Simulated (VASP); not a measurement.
# TiSi16 (a cell with a defect) in VASP: a series of runs

The runs below take TiSi16 (a cell with a defect) through single point, with PBE.

All numbers are computed with VASP 6.6.1; they aren't measurements. Logs are shortened: lines on timing, memory, paths and dates and some standing lists are left out, and cuts for length are marked.

**1. The cell of the first run**

The cell holds a defect, 17 atoms: a = 7.679 Å, b = 7.679 Å, c = 7.679 Å, α = 60.00°, β = 60.00°, γ = 60.00°.

**2. Single point, PBE**

Input file INCAR:

```
ALGO = Normal
EDIFF = 1E-6
ENCUT = 520
GGA = PE
ISIF = 2
ISMEAR = -1
LASPH = True
LCHARG = True
LELF = True
LREAL = Auto
LVHAR = True
LWAVE = False
NBANDS = 52
NELM = 100
PREC = Accurate
SIGMA = 0.05
```

Input file KPOINTS:

```
k-points
0
Gamma
  2 2 2
```

Input file POSCAR:

```
TiSi16
1.0
    0.0000000000      5.4300000000      5.4300000000
    5.4300000000      0.0000000000      5.4300000000
    5.4300000000      5.4300000000      0.0000000000
Si Ti
16 1
Direct
   -0.0123417127      0.0374361878     -0.0126514733
    0.1260825046      0.1392885820      0.1257828729
    0.0104211786     -0.0089165746      0.4991451197
    0.1260781768      0.1392999079      0.6086330571
    0.0059265193      0.5170386740      0.0056683241
    0.1097199816      0.6713378453      0.1093627072
    0.0059168508      0.5170555249      0.4711522099
    0.1492029466      0.6181653775      0.6162117864
    0.4994462247     -0.0089511971      0.0101416206
    0.6089649171      0.1392487109      0.1257881215
    0.4994424494     -0.0089411602      0.4991544199
    0.6402269797      0.0796875691      0.6399409761
    0.4714913444      0.5170101289      0.0056412523
    0.6165326888      0.6181312155      0.1489201657
    0.5157585635      0.4530769797      0.5154804788
    0.6165287293      0.6181416206      0.6162042357
    0.8543732044      0.4373223757      0.8540494475
```

Potentials or basis: VASP PAW PBE potentials, release 64 (Si, Ti_sv).

Started as:

```bash
cat potpaw_PBE.64/Si/POTCAR potpaw_PBE.64/Ti_sv/POTCAR > POTCAR
mpirun -np 1 vasp_std > vasp.out
```

OUTCAR:

```text
EDIFF = 1E-6
   ENCUT = 520
   GGA = PE
   ISIF = 2
   ISMEAR = -1
   LASPH = True
   LREAL = Auto
   NELM = 100
   PREC = Accurate

 ion  position               nearest neighbor table
   1  0.988  0.037  0.987-   6 2.30  10 2.38   2 2.38   4 2.38  17 2.51
   2  0.126  0.139  0.126-   3 2.35   9 2.35   5 2.37   1 2.38  17 2.96
   3  0.010  0.991  0.499-  12 2.33   8 2.34   2 2.35   4 2.35
   4  0.126  0.139  0.609-   3 2.35  11 2.35   7 2.37   1 2.38  17 2.96
   5  0.006  0.517  0.006-   6 2.28   2 2.37  17 2.42  14 2.45   8 2.45
   6  0.110  0.671  0.109-  13 2.28   5 2.28   7 2.28   1 2.30
   7  0.006  0.517  0.471-   6 2.28   4 2.37  17 2.42  16 2.45   8 2.45
   8  0.149  0.618  0.616-  15 2.32   3 2.34   5 2.45   7 2.45  17 2.62
   9  0.499  0.991  0.010-  12 2.33  14 2.34  10 2.35   2 2.35
  10  0.609  0.139  0.126-   9 2.35  11 2.35  13 2.37   1 2.38  17 2.96
  11  0.499  0.991  0.499-  12 2.33  16 2.34  10 2.35   4 2.35
  12  0.640  0.080  0.640-   3 2.33   9 2.33  11 2.33  15 2.34
  13  0.471  0.517  0.006-   6 2.28  10 2.37  17 2.42  16 2.45  14 2.45
  14  0.617  0.618  0.149-  15 2.32   9 2.34   5 2.45  13 2.45  17 2.62
  15  0.516  0.453  0.515-  16 2.32  14 2.32   8 2.32  12 2.34
  16  0.617  0.618  0.616-  15 2.32  11 2.34   7 2.45  13 2.45  17 2.62
  17  0.854  0.437  0.854-  13 2.42   5 2.42   7 2.42   1 2.51   8 2.62  14 2.62  16 2.62   4 2.96
                             2 2.96  10 2.96

  LATTYP: Found a face centered cubic cell.
 ALAT       =    10.8600000000

  Lattice vectors:

 A1 = (   0.0000000000,   5.4300000000,   5.4300000000)
 A2 = (   5.4300000000,   0.0000000000,   5.4300000000)
 A3 = (   5.4300000000,   5.4300000000,   0.0000000000)

Analysis of symmetry for initial positions (statically):
=====================================================================
 Subroutine PRICEL returns:
 Original cell was already a primitive cell.

 Routine SETGRP: Setting up the symmetry group for a
 face centered cubic supercell.

 Subroutine GETGRP returns: Found  1 space group operations
 (whereof  1 operations were pure point group operations)
 out of a pool of 48 trial point group operations.

The static configuration has the point symmetry C_1 .

Analysis of symmetry for dynamics (positions and initial velocities):
=====================================================================
 Subroutine PRICEL returns:
 Original cell was already a primitive cell.

 Routine SETGRP: Setting up the symmetry group for a
 face centered cubic supercell.

 Subroutine GETGRP returns: Found  1 space group operations
 (whereof  1 operations were pure point group operations)
 out of a pool of 48 trial point group operations.

The dynamic configuration has the point symmetry C_1 .

 Subroutine INISYM returns: Found  1 space group operations
 (whereof  1 operations are pure point group operations),
 and found     1 'primitive' translations

----------------------------------------------------------------------------------------

                                     Primitive cell

  volume of cell :     320.2060

  direct lattice vectors                    reciprocal lattice vectors
     0.000000000  5.430000000  5.430000000    -0.092081031  0.092081031  0.092081031
     5.430000000  0.000000000  5.430000000     0.092081031 -0.092081031  0.092081031
     5.430000000  5.430000000  0.000000000     0.092081031  0.092081031 -0.092081031

  length of vectors
     7.679179644  7.679179644  7.679179644     0.159489025  0.159489025  0.159489025

  position of ions in fractional coordinates (direct lattice)
     0.987658287  0.037436188  0.987348527
     0.126082505  0.139288582  0.125782873
     0.010421179  0.991083425  0.499145120
     0.126078177  0.139299908  0.608633057
     0.005926519  0.517038674  0.005668324
     0.109719982  0.671337845  0.109362707
[... 9 lines left out ...]
     0.616528729  0.618141621  0.616204236
     0.854373204  0.437322376  0.854049448

  ion indices of the primitive-cell ions
   primitive index   ion index
                 1           1
                 2           2
                 3           3
                 4           4
                 5           5
                 6           6
[... 9 lines left out ...]
                16          16
                17          17

----------------------------------------------------------------------------------------

 KPOINTS: k-points

Automatic generation of k-mesh.
 Grid dimensions read from file:
 generate k-points for:    2    2    2

 Generating k-lattice:

  Cartesian coordinates                     Fractional coordinates (reciprocal lattice)
    -0.046040516  0.046040516  0.046040516     0.500000000  0.000000000  0.000000000
     0.046040516 -0.046040516  0.046040516     0.000000000  0.500000000  0.000000000
     0.046040516  0.046040516 -0.046040516     0.000000000  0.000000000  0.500000000

  Length of vectors
     0.079744512  0.079744512  0.079744512

  Shift w.r.t. Gamma in fractional coordinates (k-lattice)
     0.000000000  0.000000000  0.000000000

 Subroutine IBZKPT returns following result:
 ===========================================

 Found      8 irreducible k-points:

 Following reciprocal coordinates:
            Coordinates               Weight
  0.000000  0.000000  0.000000      1.000000
  0.500000  0.000000  0.000000      1.000000
  0.000000  0.500000  0.000000      1.000000
  0.000000  0.000000  0.500000      1.000000
  0.500000  0.500000  0.500000      1.000000
  0.500000  0.500000  0.000000      1.000000
  0.000000  0.500000  0.500000      1.000000
  0.500000  0.000000  0.500000      1.000000
   k-points           NKPTS =      8   k-points in BZ     NKDIM =      8   number of bands    NBANDS=     52
   number of dos      NEDOS =    301   number of ions     NIONS =     17
   total plane-waves  NPLWV = 216000
   dimension x,y,z NGX =    60 NGY =   60 NGZ =   60
   dimension x,y,z NGXF=   120 NGYF=  120 NGZF=  120
   ions per type =              16   1
   NGX,Y,Z   is equivalent  to a cutoff of  12.99, 12.99, 12.99 a.u.
   NGXF,Y,Z  is equivalent  to a cutoff of  25.98, 25.98, 25.98 a.u.
 SYSTEM =  unknown system
   PREC   = accura    normal or accurate (medium, high low for compatibility)
   ISTART =      0    job   : 0-new  1-cont  2-samecut
   ICHARG =      2    charge: 1-file 2-atom 10-const
   ISPIN  =      1    spin polarized calculation?
   LNONCOLLINEAR =      F non collinear calculations
   LSORBIT =      F    spin-orbit coupling
   LASPH  =      T    aspherical Exc in radial PAW
   ENCUT  =  520.0 eV  38.22 Ry    6.18 a.u.  14.28 14.28 14.28*2*pi/ulx,y,z
   NELM   =    100;   NELMIN=  2; NELMDL= -5     # of ELM steps
   EDIFF  = 0.1E-05   stopping-criterion for ELM
   LREAL  =      T    real-space projection
   EDIFFG = 0.1E-04   stopping-criterion for IOM
   NSW    =      0    number of steps for IOM
   IBRION =     -1    ionic relax: 0-MD 1-quasi-New 2-CG
   NFREE  =      0    steps in history (QN), initial steepest desc. (CG)
   ISIF   =      2    stress and relaxation
   ISYM   =      2    0-nonsym 1-usesym 2-fastsym
   POTIM  = 0.5000    time-step for ionic-motion
   TEBEG  =    0.0;   TEEND  =   0.0 temperature during run
   PSTRESS=    0.0 pullay stress
   NELECT =      76.0000    total number of electrons
   NUPDOWN=      -1.0000    fix difference up-down
   EMIN   =  10.00;   EMAX   =-10.00  energy-range for DOS
   EFERMI =   0.00;   METHOD = LEGACY
   ISMEAR =    -1;   SIGMA  =   0.05  broadening in eV -4-tet -1-fermi 0-gaus
   EFERMI_NEDOS =   21; number of points for ismear=-14 and -15
   IALGO  =     38    algorithm
   IMIX   =      4    mixing-type and parameters
     AMIX     =   0.40;   BMIX     =  1.00
     AMIX_MAG =   1.60;   BMIX_MAG =  1.00
  volume/ion in A,a.u.               =      18.84       127.11
  Fermi-wavevector in a.u.,A,eV,Ry     =   1.013607  1.915439 13.978610  1.027399
  Thomas-Fermi vector in A             =   2.146786
   LORBIT       =      0    0 simple, 1 ext, 2 COOP (PROOUT), +10 PAW based schemes
   GGA     = PE    functional components
   LHFCALC =     F    Hartree Fock is set to
   AEXX    =    0.0000 exact exchange contribution
   IVDW    =     0    specifies the selected vdW correction
   LEPSILON=     F    determine dielectric tensor
   LRPA    =     F    only Hartree local field effects (RPA)
 non-spin polarized calculation
  energy-cutoff  :      520.00
  volume of cell :      320.21
 maximum number of plane-waves:      8646
 NGX is ok and might be reduce to    60
   NGX = 29   NGY = 29   NGZ = 29

 number of electron      76.0000003 magnetization

 Free energy of the ion-electron system (eV)
  ---------------------------------------------------
  ext. energy  EPLUGINS =         0.00000000
  ---------------------------------------------------
  free energy    TOTEN  =       -91.79260699 eV

  energy without entropy =      -91.70842870  energy(sigma->0) =      -91.75051784

 E-fermi :   6.9085     XC(G=0):  -9.7621

 val. band max:        6.9048034736   @ k =   0.5000   0.5000   0.5000
 cond. band min:       6.9197009692   @ k =   0.5000   0.0000   0.5000
 fundamental gap:      0.0148974956
 Fermi energy:         6.9085161991

 k-point     1 :       0.0000    0.0000    0.0000
  band No.  band energies     occupation
      1     -49.8656      2.00000
      2     -26.2550      2.00000
      3     -26.2254      2.00000
      4     -26.2254      2.00000
      5      -5.6965      2.00000
      6      -3.4973      2.00000
[... 42 lines left out ...]
     49       8.3100      0.00000
     50       8.5581      0.00000

 k-point     2 :       0.5000    0.0000    0.0000
  band No.  band energies     occupation
      1     -49.8657      2.00000
      2     -26.2550      2.00000
      3     -26.2254      2.00000
      4     -26.2254      2.00000
      5      -4.9807      2.00000
      6      -4.7816      2.00000
[... 310 lines left out ...]
 k-point     8 :       0.5000    0.0000    0.5000
  band No.  band energies     occupation
      1     -49.8657      2.00000
      2     -26.2550      2.00000
      3     -26.2254      2.00000
      4     -26.2254      2.00000
      5      -4.6588      2.00000
      6      -4.5751      2.00000
[... 42 lines left out ...]
     49       9.8756      0.00000
     50      10.4845      0.00000
 [bands above 50 left out]

------------------------ aborting loop because EDIFF is reached ----------------------------------------

  FORCE on cell =-STRESS in cart. coord.  units (eV):
  Direction    XX          YY          ZZ          XY          YZ          ZX
  --------------------------------------------------------------------------------------
  -------------------------------------------------------------------------------------
  Total        7.7263587      7.7265107      7.7252558      0.8105460      0.8154613     -0.8149957
  in kB       38.6594762     38.6602368     38.6539577      4.0556340      4.0802284     -4.0778986
  external PRESSURE =      38.6578903 kB  Pullay stress =       0.0000000 kB

 VOLUME and BASIS-vectors are now :
 -----------------------------------------------------------------------------
  energy-cutoff  :      520.00
  volume of cell :      320.21
      direct lattice vectors                 reciprocal lattice vectors
     0.000000000  5.430000000  5.430000000    -0.092081031  0.092081031  0.092081031
     5.430000000  0.000000000  5.430000000     0.092081031 -0.092081031  0.092081031
     5.430000000  5.430000000  0.000000000     0.092081031  0.092081031 -0.092081031

 POSITION                                       TOTAL-FORCE (eV/Angst)
 -----------------------------------------------------------------------------------
      5.56458     10.72429      5.56626        -0.053595      0.054131     -0.053918
      1.43934      1.36763      1.44097         0.062681     -0.044558      0.063152
      8.09194      2.76694      5.43817         0.088709     -0.089130      0.046847
      4.06128      3.98948      1.44100         0.044095     -0.062938      0.063095
      2.83830      0.06296      2.83970         0.078621     -0.218451      0.079469
      4.23920      1.18962      4.24114        -0.014400      0.014465     -0.014580
[... 9 lines left out ...]
      6.70250      6.69374      6.70426         0.114240      0.037582      0.114310
      7.01215      9.27673      7.01391        -1.100146      1.104725     -1.107690
 -----------------------------------------------------------------------------------
    total drift:                                0.019988     -0.015373      0.011409

  FREE ENERGIE OF THE ION-ELECTRON SYSTEM (eV)
  ---------------------------------------------------
  free  energy   TOTEN  =       -91.7926069887 eV

  energy  without entropy=      -91.7084286974  energy(sigma->0) =      -91.75051784
```

Wall time 8.8 min (1 thread of Intel Xeon 8259CL, shared host); peak memory 0.5 GiB.

Results:

- Free energy: -91.7926 eV
- Pressure: 3.9 GPa
- Largest force: 1.913 eV/Å
- Band gap on the k mesh: zero (bands 38 and 39 overlap by 0.33 eV)

Forces in eV/Å, atoms in the order of the input:
```
Si  -0.054  0.054 -0.054
Si   0.063 -0.045  0.063
Si   0.089 -0.089  0.047
Si   0.044 -0.063  0.063
Si   0.079 -0.218  0.079
Si  -0.014  0.014 -0.015
Si   0.218 -0.078  0.080
Si   0.114 -0.115 -0.038
Si   0.046 -0.089  0.090
Si   0.063 -0.063  0.045
Si   0.089 -0.047  0.089
Si   0.117 -0.117  0.117
Si   0.078 -0.078  0.220
Si  -0.038 -0.115  0.114
Si   0.093 -0.093  0.093
Si   0.114  0.038  0.114
Ti  -1.100  1.105 -1.108
```

Stress tensor (GPa, compression positive):
```
 3.87  0.41 -0.41
 0.41  3.87  0.41
-0.41  0.41  3.87
```

Caveat: the k points lie up to 0.50 Å⁻¹ apart.

(Part 1 of 2 ends here.)
